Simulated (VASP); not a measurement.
# CaSe (P1) in VASP: notebook

Runs on CaSe. Level: PBE+D3(BJ). Tasks: single point.

Program: VASP 6.6.1. These are calculated values, not measurements. Logs are shortened: lines on timing, memory, paths and dates and some standing lists are left out, and cuts for length are marked.

### Step 1. The cell of the first run

The typed cell holds 2 atoms: a = 4.193 Å, b = 4.177 Å, c = 4.190 Å, α = 60.98°, β = 59.80°, γ = 60.00°.

### Step 2. Single point, PBE+D3(BJ)

File INCAR:

```
SYSTEM = CaSe
  PREC = Accurate
  ENCUT = 500
  EDIFF = 1E-6
  ISMEAR = 0
  SIGMA = 0.01
  LREAL = .FALSE.
  LASPH = .TRUE.
  NELM = 120
  ALGO = Normal
  ISIF = 2
  LWAVE = .FALSE.
  LCHARG = .FALSE.
  GGA = PE
  IVDW = 12
  NBANDS = 15
  GGA_COMPAT = .FALSE.
```

File KPOINTS:

```
Automatic mesh
0
G
  4 4 4
  0 0 0
```

File POSCAR:

```
CaSe
1.0
    0.0011000000      2.9716700000      2.9583400000
    2.9310500000     -0.0166300000      2.9760700000
    2.9335300000      2.9918800000     -0.0191100000
Ca Se
1 1
Direct
    0.9942400000      0.0042700000      0.9943000000
    0.5008700000      0.4972300000      0.5011800000
```

Potentials or basis: VASP PAW PBE potentials, release 64 (Ca_sv, Se).

Run with:

```
$ cat potpaw_PBE.64/Ca_sv/POTCAR potpaw_PBE.64/Se/POTCAR > POTCAR
$ mpirun -np 1 vasp_std > vasp.out
```

OUTCAR:

```text
SYSTEM = CaSe
   PREC = Accurate
   ENCUT = 500
   EDIFF = 1E-6
   ISMEAR = 0
   LREAL = .FALSE.
   LASPH = .TRUE.
   NELM = 120
   ISIF = 2
   GGA = PE
   IVDW = 12
 IVDW          = 12

 ion  position               nearest neighbor table
   1  0.994  0.004  0.994-   2 2.93   2 2.93   2 2.95   2 2.98   2 2.98
   2  0.501  0.497  0.501-   1 2.93   1 2.93   1 2.95   1 2.98   1 2.98

  LATTYP: Found a triclinic cell.
 ALAT       =     4.1901443158
 B/A-ratio  =     1.3993506699
 C/A-ratio  =     1.0007199528
 COS(alpha) =     0.0005289849
 COS(beta)  =     0.5029936417
 COS(gamma) =     0.7005392576

  Lattice vectors:

 A1 = (  -2.9335300000,  -2.9918800000,   0.0191100000)
 A2 = (  -5.8634800000,  -0.0035800000,   0.0013800000)
 A3 = (  -0.0011000000,  -2.9716700000,  -2.9583400000)

Analysis of symmetry for initial positions (statically):
=====================================================================
 Subroutine PRICEL returns:
 Original cell was already a primitive cell.

 Routine SETGRP: Setting up the symmetry group for a
 triclinic supercell.

 Subroutine GETGRP returns: Found  1 space group operations
 (whereof  1 operations were pure point group operations)
 out of a pool of  2 trial point group operations.

The static configuration has the point symmetry C_1 .

Analysis of symmetry for dynamics (positions and initial velocities):
=====================================================================
 Subroutine PRICEL returns:
 Original cell was already a primitive cell.

 Routine SETGRP: Setting up the symmetry group for a
 triclinic supercell.

 Subroutine GETGRP returns: Found  1 space group operations
 (whereof  1 operations were pure point group operations)
 out of a pool of  2 trial point group operations.

The dynamic configuration has the point symmetry C_1 .

 Subroutine INISYM returns: Found  1 space group operations
 (whereof  1 operations are pure point group operations),
 and found     1 'primitive' translations

----------------------------------------------------------------------------------------

                                     Primitive cell

  volume of cell :      52.1875

  direct lattice vectors                    reciprocal lattice vectors
     0.001100000  2.971670000  2.958340000    -0.170610211  0.168362097  0.168970125
     2.931050000 -0.016630000  2.976070000     0.170688014 -0.166292583  0.166978415
     2.933530000  2.991880000 -0.019110000     0.170406496  0.166088868 -0.166900611

  length of vectors
     4.193161022  4.177119020  4.190144316     0.293265311  0.290980089  0.290653917

  position of ions in fractional coordinates (direct lattice)
     0.994240000  0.004270000  0.994300000
     0.500870000  0.497230000  0.501180000

  ion indices of the primitive-cell ions
   primitive index   ion index
                 1           1
                 2           2

----------------------------------------------------------------------------------------

 KPOINTS: Automatic mesh

Automatic generation of k-mesh.
 Grid dimensions read from file:
 generate k-points for:    4    4    4

 Generating k-lattice:

  Cartesian coordinates                     Fractional coordinates (reciprocal lattice)
    -0.042652553  0.042090524  0.042242531     0.250000000  0.000000000 -0.000000000
     0.042672004 -0.041573146  0.041744604     0.000000000  0.250000000 -0.000000000
     0.042601624  0.041522217 -0.041725153     0.000000000 -0.000000000  0.250000000

  Length of vectors
     0.073316328  0.072745022  0.072663479

  Shift w.r.t. Gamma in fractional coordinates (k-lattice)
     0.000000000  0.000000000  0.000000000

 Subroutine IBZKPT returns following result:
 ===========================================

 Found     36 irreducible k-points:

 Following reciprocal coordinates:
            Coordinates               Weight
  0.000000  0.000000  0.000000      1.000000
  0.250000 -0.000000  0.000000      2.000000
  0.500000 -0.000000  0.000000      1.000000
  0.000000  0.250000 -0.000000      2.000000
  0.250000  0.250000  0.000000      2.000000
  0.500000  0.250000  0.000000      2.000000
[... 16 lines left out ...]
 -0.000000 -0.250000  0.250000      2.000000
  0.250000 -0.250000  0.250000      2.000000
 [... further k-points ...]
   k-points           NKPTS =     36   k-points in BZ     NKDIM =     36   number of bands    NBANDS=     15
   number of dos      NEDOS =    301   number of ions     NIONS =      2
   total plane-waves  NPLWV =  30720
   dimension x,y,z NGX =    32 NGY =   30 NGZ =   32
   dimension x,y,z NGXF=    64 NGYF=   60 NGZF=   64
   ions per type =               1   1
   NGX,Y,Z   is equivalent  to a cutoff of  12.69, 11.94, 12.70 a.u.
   NGXF,Y,Z  is equivalent  to a cutoff of  25.37, 23.88, 25.39 a.u.
 SYSTEM =  CaSe
   PREC   = accura    normal or accurate (medium, high low for compatibility)
   ISTART =      0    job   : 0-new  1-cont  2-samecut
   ICHARG =      2    charge: 1-file 2-atom 10-const
   ISPIN  =      1    spin polarized calculation?
   LNONCOLLINEAR =      F non collinear calculations
   LSORBIT =      F    spin-orbit coupling
   LASPH  =      T    aspherical Exc in radial PAW
   ENCUT  =  500.0 eV  36.75 Ry    6.06 a.u.   7.65  7.62  7.64*2*pi/ulx,y,z
   NELM   =    120;   NELMIN=  2; NELMDL= -5     # of ELM steps
   EDIFF  = 0.1E-05   stopping-criterion for ELM
   LREAL  =      F    real-space projection
[... 7 lines left out ...]
   TEBEG  =    0.0;   TEEND  =   0.0 temperature during run
   PSTRESS=    0.0 pullay stress
   NELECT =      16.0000    total number of electrons
   NUPDOWN=      -1.0000    fix difference up-down
   EMIN   =  10.00;   EMAX   =-10.00  energy-range for DOS
   EFERMI =   0.00;   METHOD = LEGACY
   ISMEAR =     0;   SIGMA  =   0.01  broadening in eV -4-tet -1-fermi 0-gaus
   EFERMI_NEDOS =   21; number of points for ismear=-14 and -15
   IALGO  =     38    algorithm
   IMIX   =      4    mixing-type and parameters
     AMIX     =   0.40;   BMIX     =  1.00
     AMIX_MAG =   1.60;   BMIX_MAG =  1.00
  volume/ion in A,a.u.               =      26.09       176.09
  Fermi-wavevector in a.u.,A,eV,Ry     =   1.103890  2.086050 16.579701  1.218574
  Thomas-Fermi vector in A             =   2.240355
   LORBIT       =      0    0 simple, 1 ext, 2 COOP (PROOUT), +10 PAW based schemes
   GGA     = PE    functional components
   LHFCALC =     F    Hartree Fock is set to
   AEXX    =    0.0000 exact exchange contribution
   IVDW    =    12    specifies the selected vdW correction
   LEPSILON=     F    determine dielectric tensor
   LRPA    =     F    only Hartree local field effects (RPA)
 non-spin polarized calculation
 Gauss-broadening in eV      SIGMA  =   0.01
  energy-cutoff  :      500.00
  volume of cell :       52.19
 maximum number of plane-waves:      1345
 NGX is ok and might be reduce to    32
   NGX = 15   NGY = 15   NGZ = 15

 number of electron      16.0000001 magnetization

 Free energy of the ion-electron system (eV)
  ---------------------------------------------------
  ext. energy  EPLUGINS =         0.00000000
  ---------------------------------------------------
  free energy    TOTEN  =        -9.46151618 eV

  energy without entropy =       -9.46151618  energy(sigma->0) =       -9.46151618

 E-fermi :   2.5987     XC(G=0):  -9.1143

 val. band max:        2.4279144779   @ k =   0.0000   0.0000   0.0000
 cond. band min:       4.4322905544   @ k =   0.0000   0.5000   0.5000
 fundamental gap:      2.0043760765
 Fermi energy:         2.5986775688

 k-point     1 :       0.0000    0.0000    0.0000
  band No.  band energies     occupation
      1     -37.3894      2.00000
      2     -18.3853      2.00000
      3     -18.3820      2.00000
      4     -18.3787      2.00000
      5      -9.3685      2.00000
      6       2.3608      2.00000
      7       2.4014      2.00000
      8       2.4279      2.00000
      9       5.6707      0.00000
     10       6.0171      0.00000
     11       6.1091      0.00000
     12       6.1820      0.00000
     13       6.6349      0.00000
     14       6.7058      0.00000
     15      12.0938      0.00000

 k-point     2 :       0.2500   -0.0000    0.0000
  band No.  band energies     occupation
      1     -37.3861      2.00000
      2     -18.4392      2.00000
      3     -18.3869      2.00000
      4     -18.3840      2.00000
      5      -9.0433      2.00000
      6       0.4261      2.00000
      7       1.6647      2.00000
      8       1.7128      2.00000
      9       6.0913      0.00000
     10       6.7655      0.00000
     11       6.8484      0.00000
     12       7.9779      0.00000
     13       8.0439      0.00000
     14       8.1996      0.00000
     15      11.7688      0.00000

 k-point     3 :       0.5000   -0.0000    0.0000
  band No.  band energies     occupation
      1     -37.3828      2.00000
      2     -18.4938      2.00000
      3     -18.3914      2.00000
      4     -18.3875      2.00000
      5      -8.6785      2.00000
      6      -0.8473      2.00000
      7       1.1700      2.00000
      8       1.2163      2.00000
      9       6.8679      0.00000
     10       7.8438      0.00000
     11       7.8819      0.00000
     12       7.8979      0.00000
     13       9.8002      0.00000
     14       9.9126      0.00000
     15      10.2947      0.00000

 k-point     4 :       0.0000    0.2500   -0.0000
  band No.  band energies     occupation
      1     -37.3862      2.00000
      2     -18.4365      2.00000
      3     -18.3897      2.00000
      4     -18.3824      2.00000
      5      -9.0490      2.00000
      6       0.3979      2.00000
      7       1.7029      2.00000
      8       1.7419      2.00000
      9       6.1174      0.00000
     10       6.8152      0.00000
     11       6.8315      0.00000
     12       7.9279      0.00000
     13       8.0129      0.00000
     14       8.2019      0.00000
     15      11.7247      0.00000
[... 307 lines left out ...]
 k-point    22 :      -0.2500    0.5000    0.2500
  band No.  band energies     occupation
      1     -37.3807      2.00000
      2     -18.4397      2.00000
      3     -18.4357      2.00000
      4     -18.4209      2.00000
      5      -8.7149      2.00000
      6       0.4157      2.00000
      7       0.4600      2.00000
      8       0.7758      2.00000
      9       6.7294      0.00000
     10       6.7307      0.00000
     11       7.6388      0.00000
     12       8.1274      0.00000
     13       8.4240      0.00000
     14      10.7711      0.00000
     15      11.2878      0.00000

 k-point    23 :      -0.0000   -0.2500    0.2500
  band No.  band energies     occupation
      1     -37.3831      2.00000
      2     -18.4533      2.00000
      3     -18.4154      2.00000
      4     -18.3943      2.00000
      5      -8.7965      2.00000
      6      -0.1868      2.00000
      7       0.9235      2.00000
      8       1.3227      2.00000
      9       7.1095      0.00000
     10       7.2370      0.00000
     11       7.4403      0.00000
     12       7.6875      0.00000
     13       8.7339      0.00000
     14       9.7219      0.00000
     15      11.5717      0.00000

 k-point    24 :       0.2500   -0.2500    0.2500
  band No.  band energies     occupation
      1     -37.3821      2.00000
      2     -18.4617      2.00000
      3     -18.4178      2.00000
      4     -18.3986      2.00000
      5      -8.7506      2.00000
      6      -0.2223      2.00000
      7       0.8103      2.00000
      8       1.3559      2.00000
      9       5.8157      0.00000
     10       7.9706      0.00000
     11       8.0629      0.00000
     12       8.2737      0.00000
     13       8.3552      0.00000
     14       9.1890      0.00000
     15      10.6886      0.00000

 [... further k-points ...]

------------------------ aborting loop because EDIFF is reached ----------------------------------------

 Edisp (eV)   -0.70071

 E8    (eV) :    -0.3224

  FORCE on cell =-STRESS in cart. coord.  units (eV):
  Direction    XX          YY          ZZ          XY          YZ          ZX
  --------------------------------------------------------------------------------------
  -------------------------------------------------------------------------------------
  Total      -0.04841    -0.62154    -0.52664    -0.01090     0.10819     0.00448
  in kB      -1.48636   -19.08151   -16.16811    -0.33477     3.32158     0.13767
  external pressure =      -12.25 kB  Pullay stress =        0.00 kB

 VOLUME and BASIS-vectors are now :
 -----------------------------------------------------------------------------
  energy-cutoff  :      500.00
  volume of cell :       52.19
      direct lattice vectors                 reciprocal lattice vectors
     0.001100000  2.971670000  2.958340000    -0.170610211  0.168362097  0.168970125
     2.931050000 -0.016630000  2.976070000     0.170688014 -0.166292583  0.166978415
     2.933530000  2.991880000 -0.019110000     0.170406496  0.166088868 -0.166900611

 POSITION                                       TOTAL-FORCE (eV/Angst)
 -----------------------------------------------------------------------------------
      2.93042      5.92931      2.93501        -0.001496      0.102072     -0.004584
      2.92818      2.97962      2.95196         0.001496     -0.102072      0.004584
 -----------------------------------------------------------------------------------
    total drift:                               -0.000007      0.000024      0.000042

  FREE ENERGIE OF THE ION-ELECTRON SYSTEM (eV)
  ---------------------------------------------------
  free  energy   TOTEN  =       -10.1622265823 eV

  energy  without entropy=      -10.1622265823  energy(sigma->0) =      -10.16222658
```

It took 9.3 s on 1 thread of Intel Xeon 6975P-C (Granite Rapids), shared host; peak memory 0.19 GiB.

What came out:

```yaml
Free_energy: -10.1622 eV
Pressure: -1.2 GPa
Largest_force: 0.102 eV/Å
Band_gap_on_the_k_mesh: 2.00 eV (least direct gap 2.92 eV)
Dispersion_energy_per_atom: -0.350 eV
```

Forces on the atoms (eV/Å):
```
Ca  -0.001  0.102 -0.005
Se   0.001 -0.102  0.005
```

Caveat: the k points lie up to 0.46 Å⁻¹ apart; three body term missing.

[end of part 1 of 2]
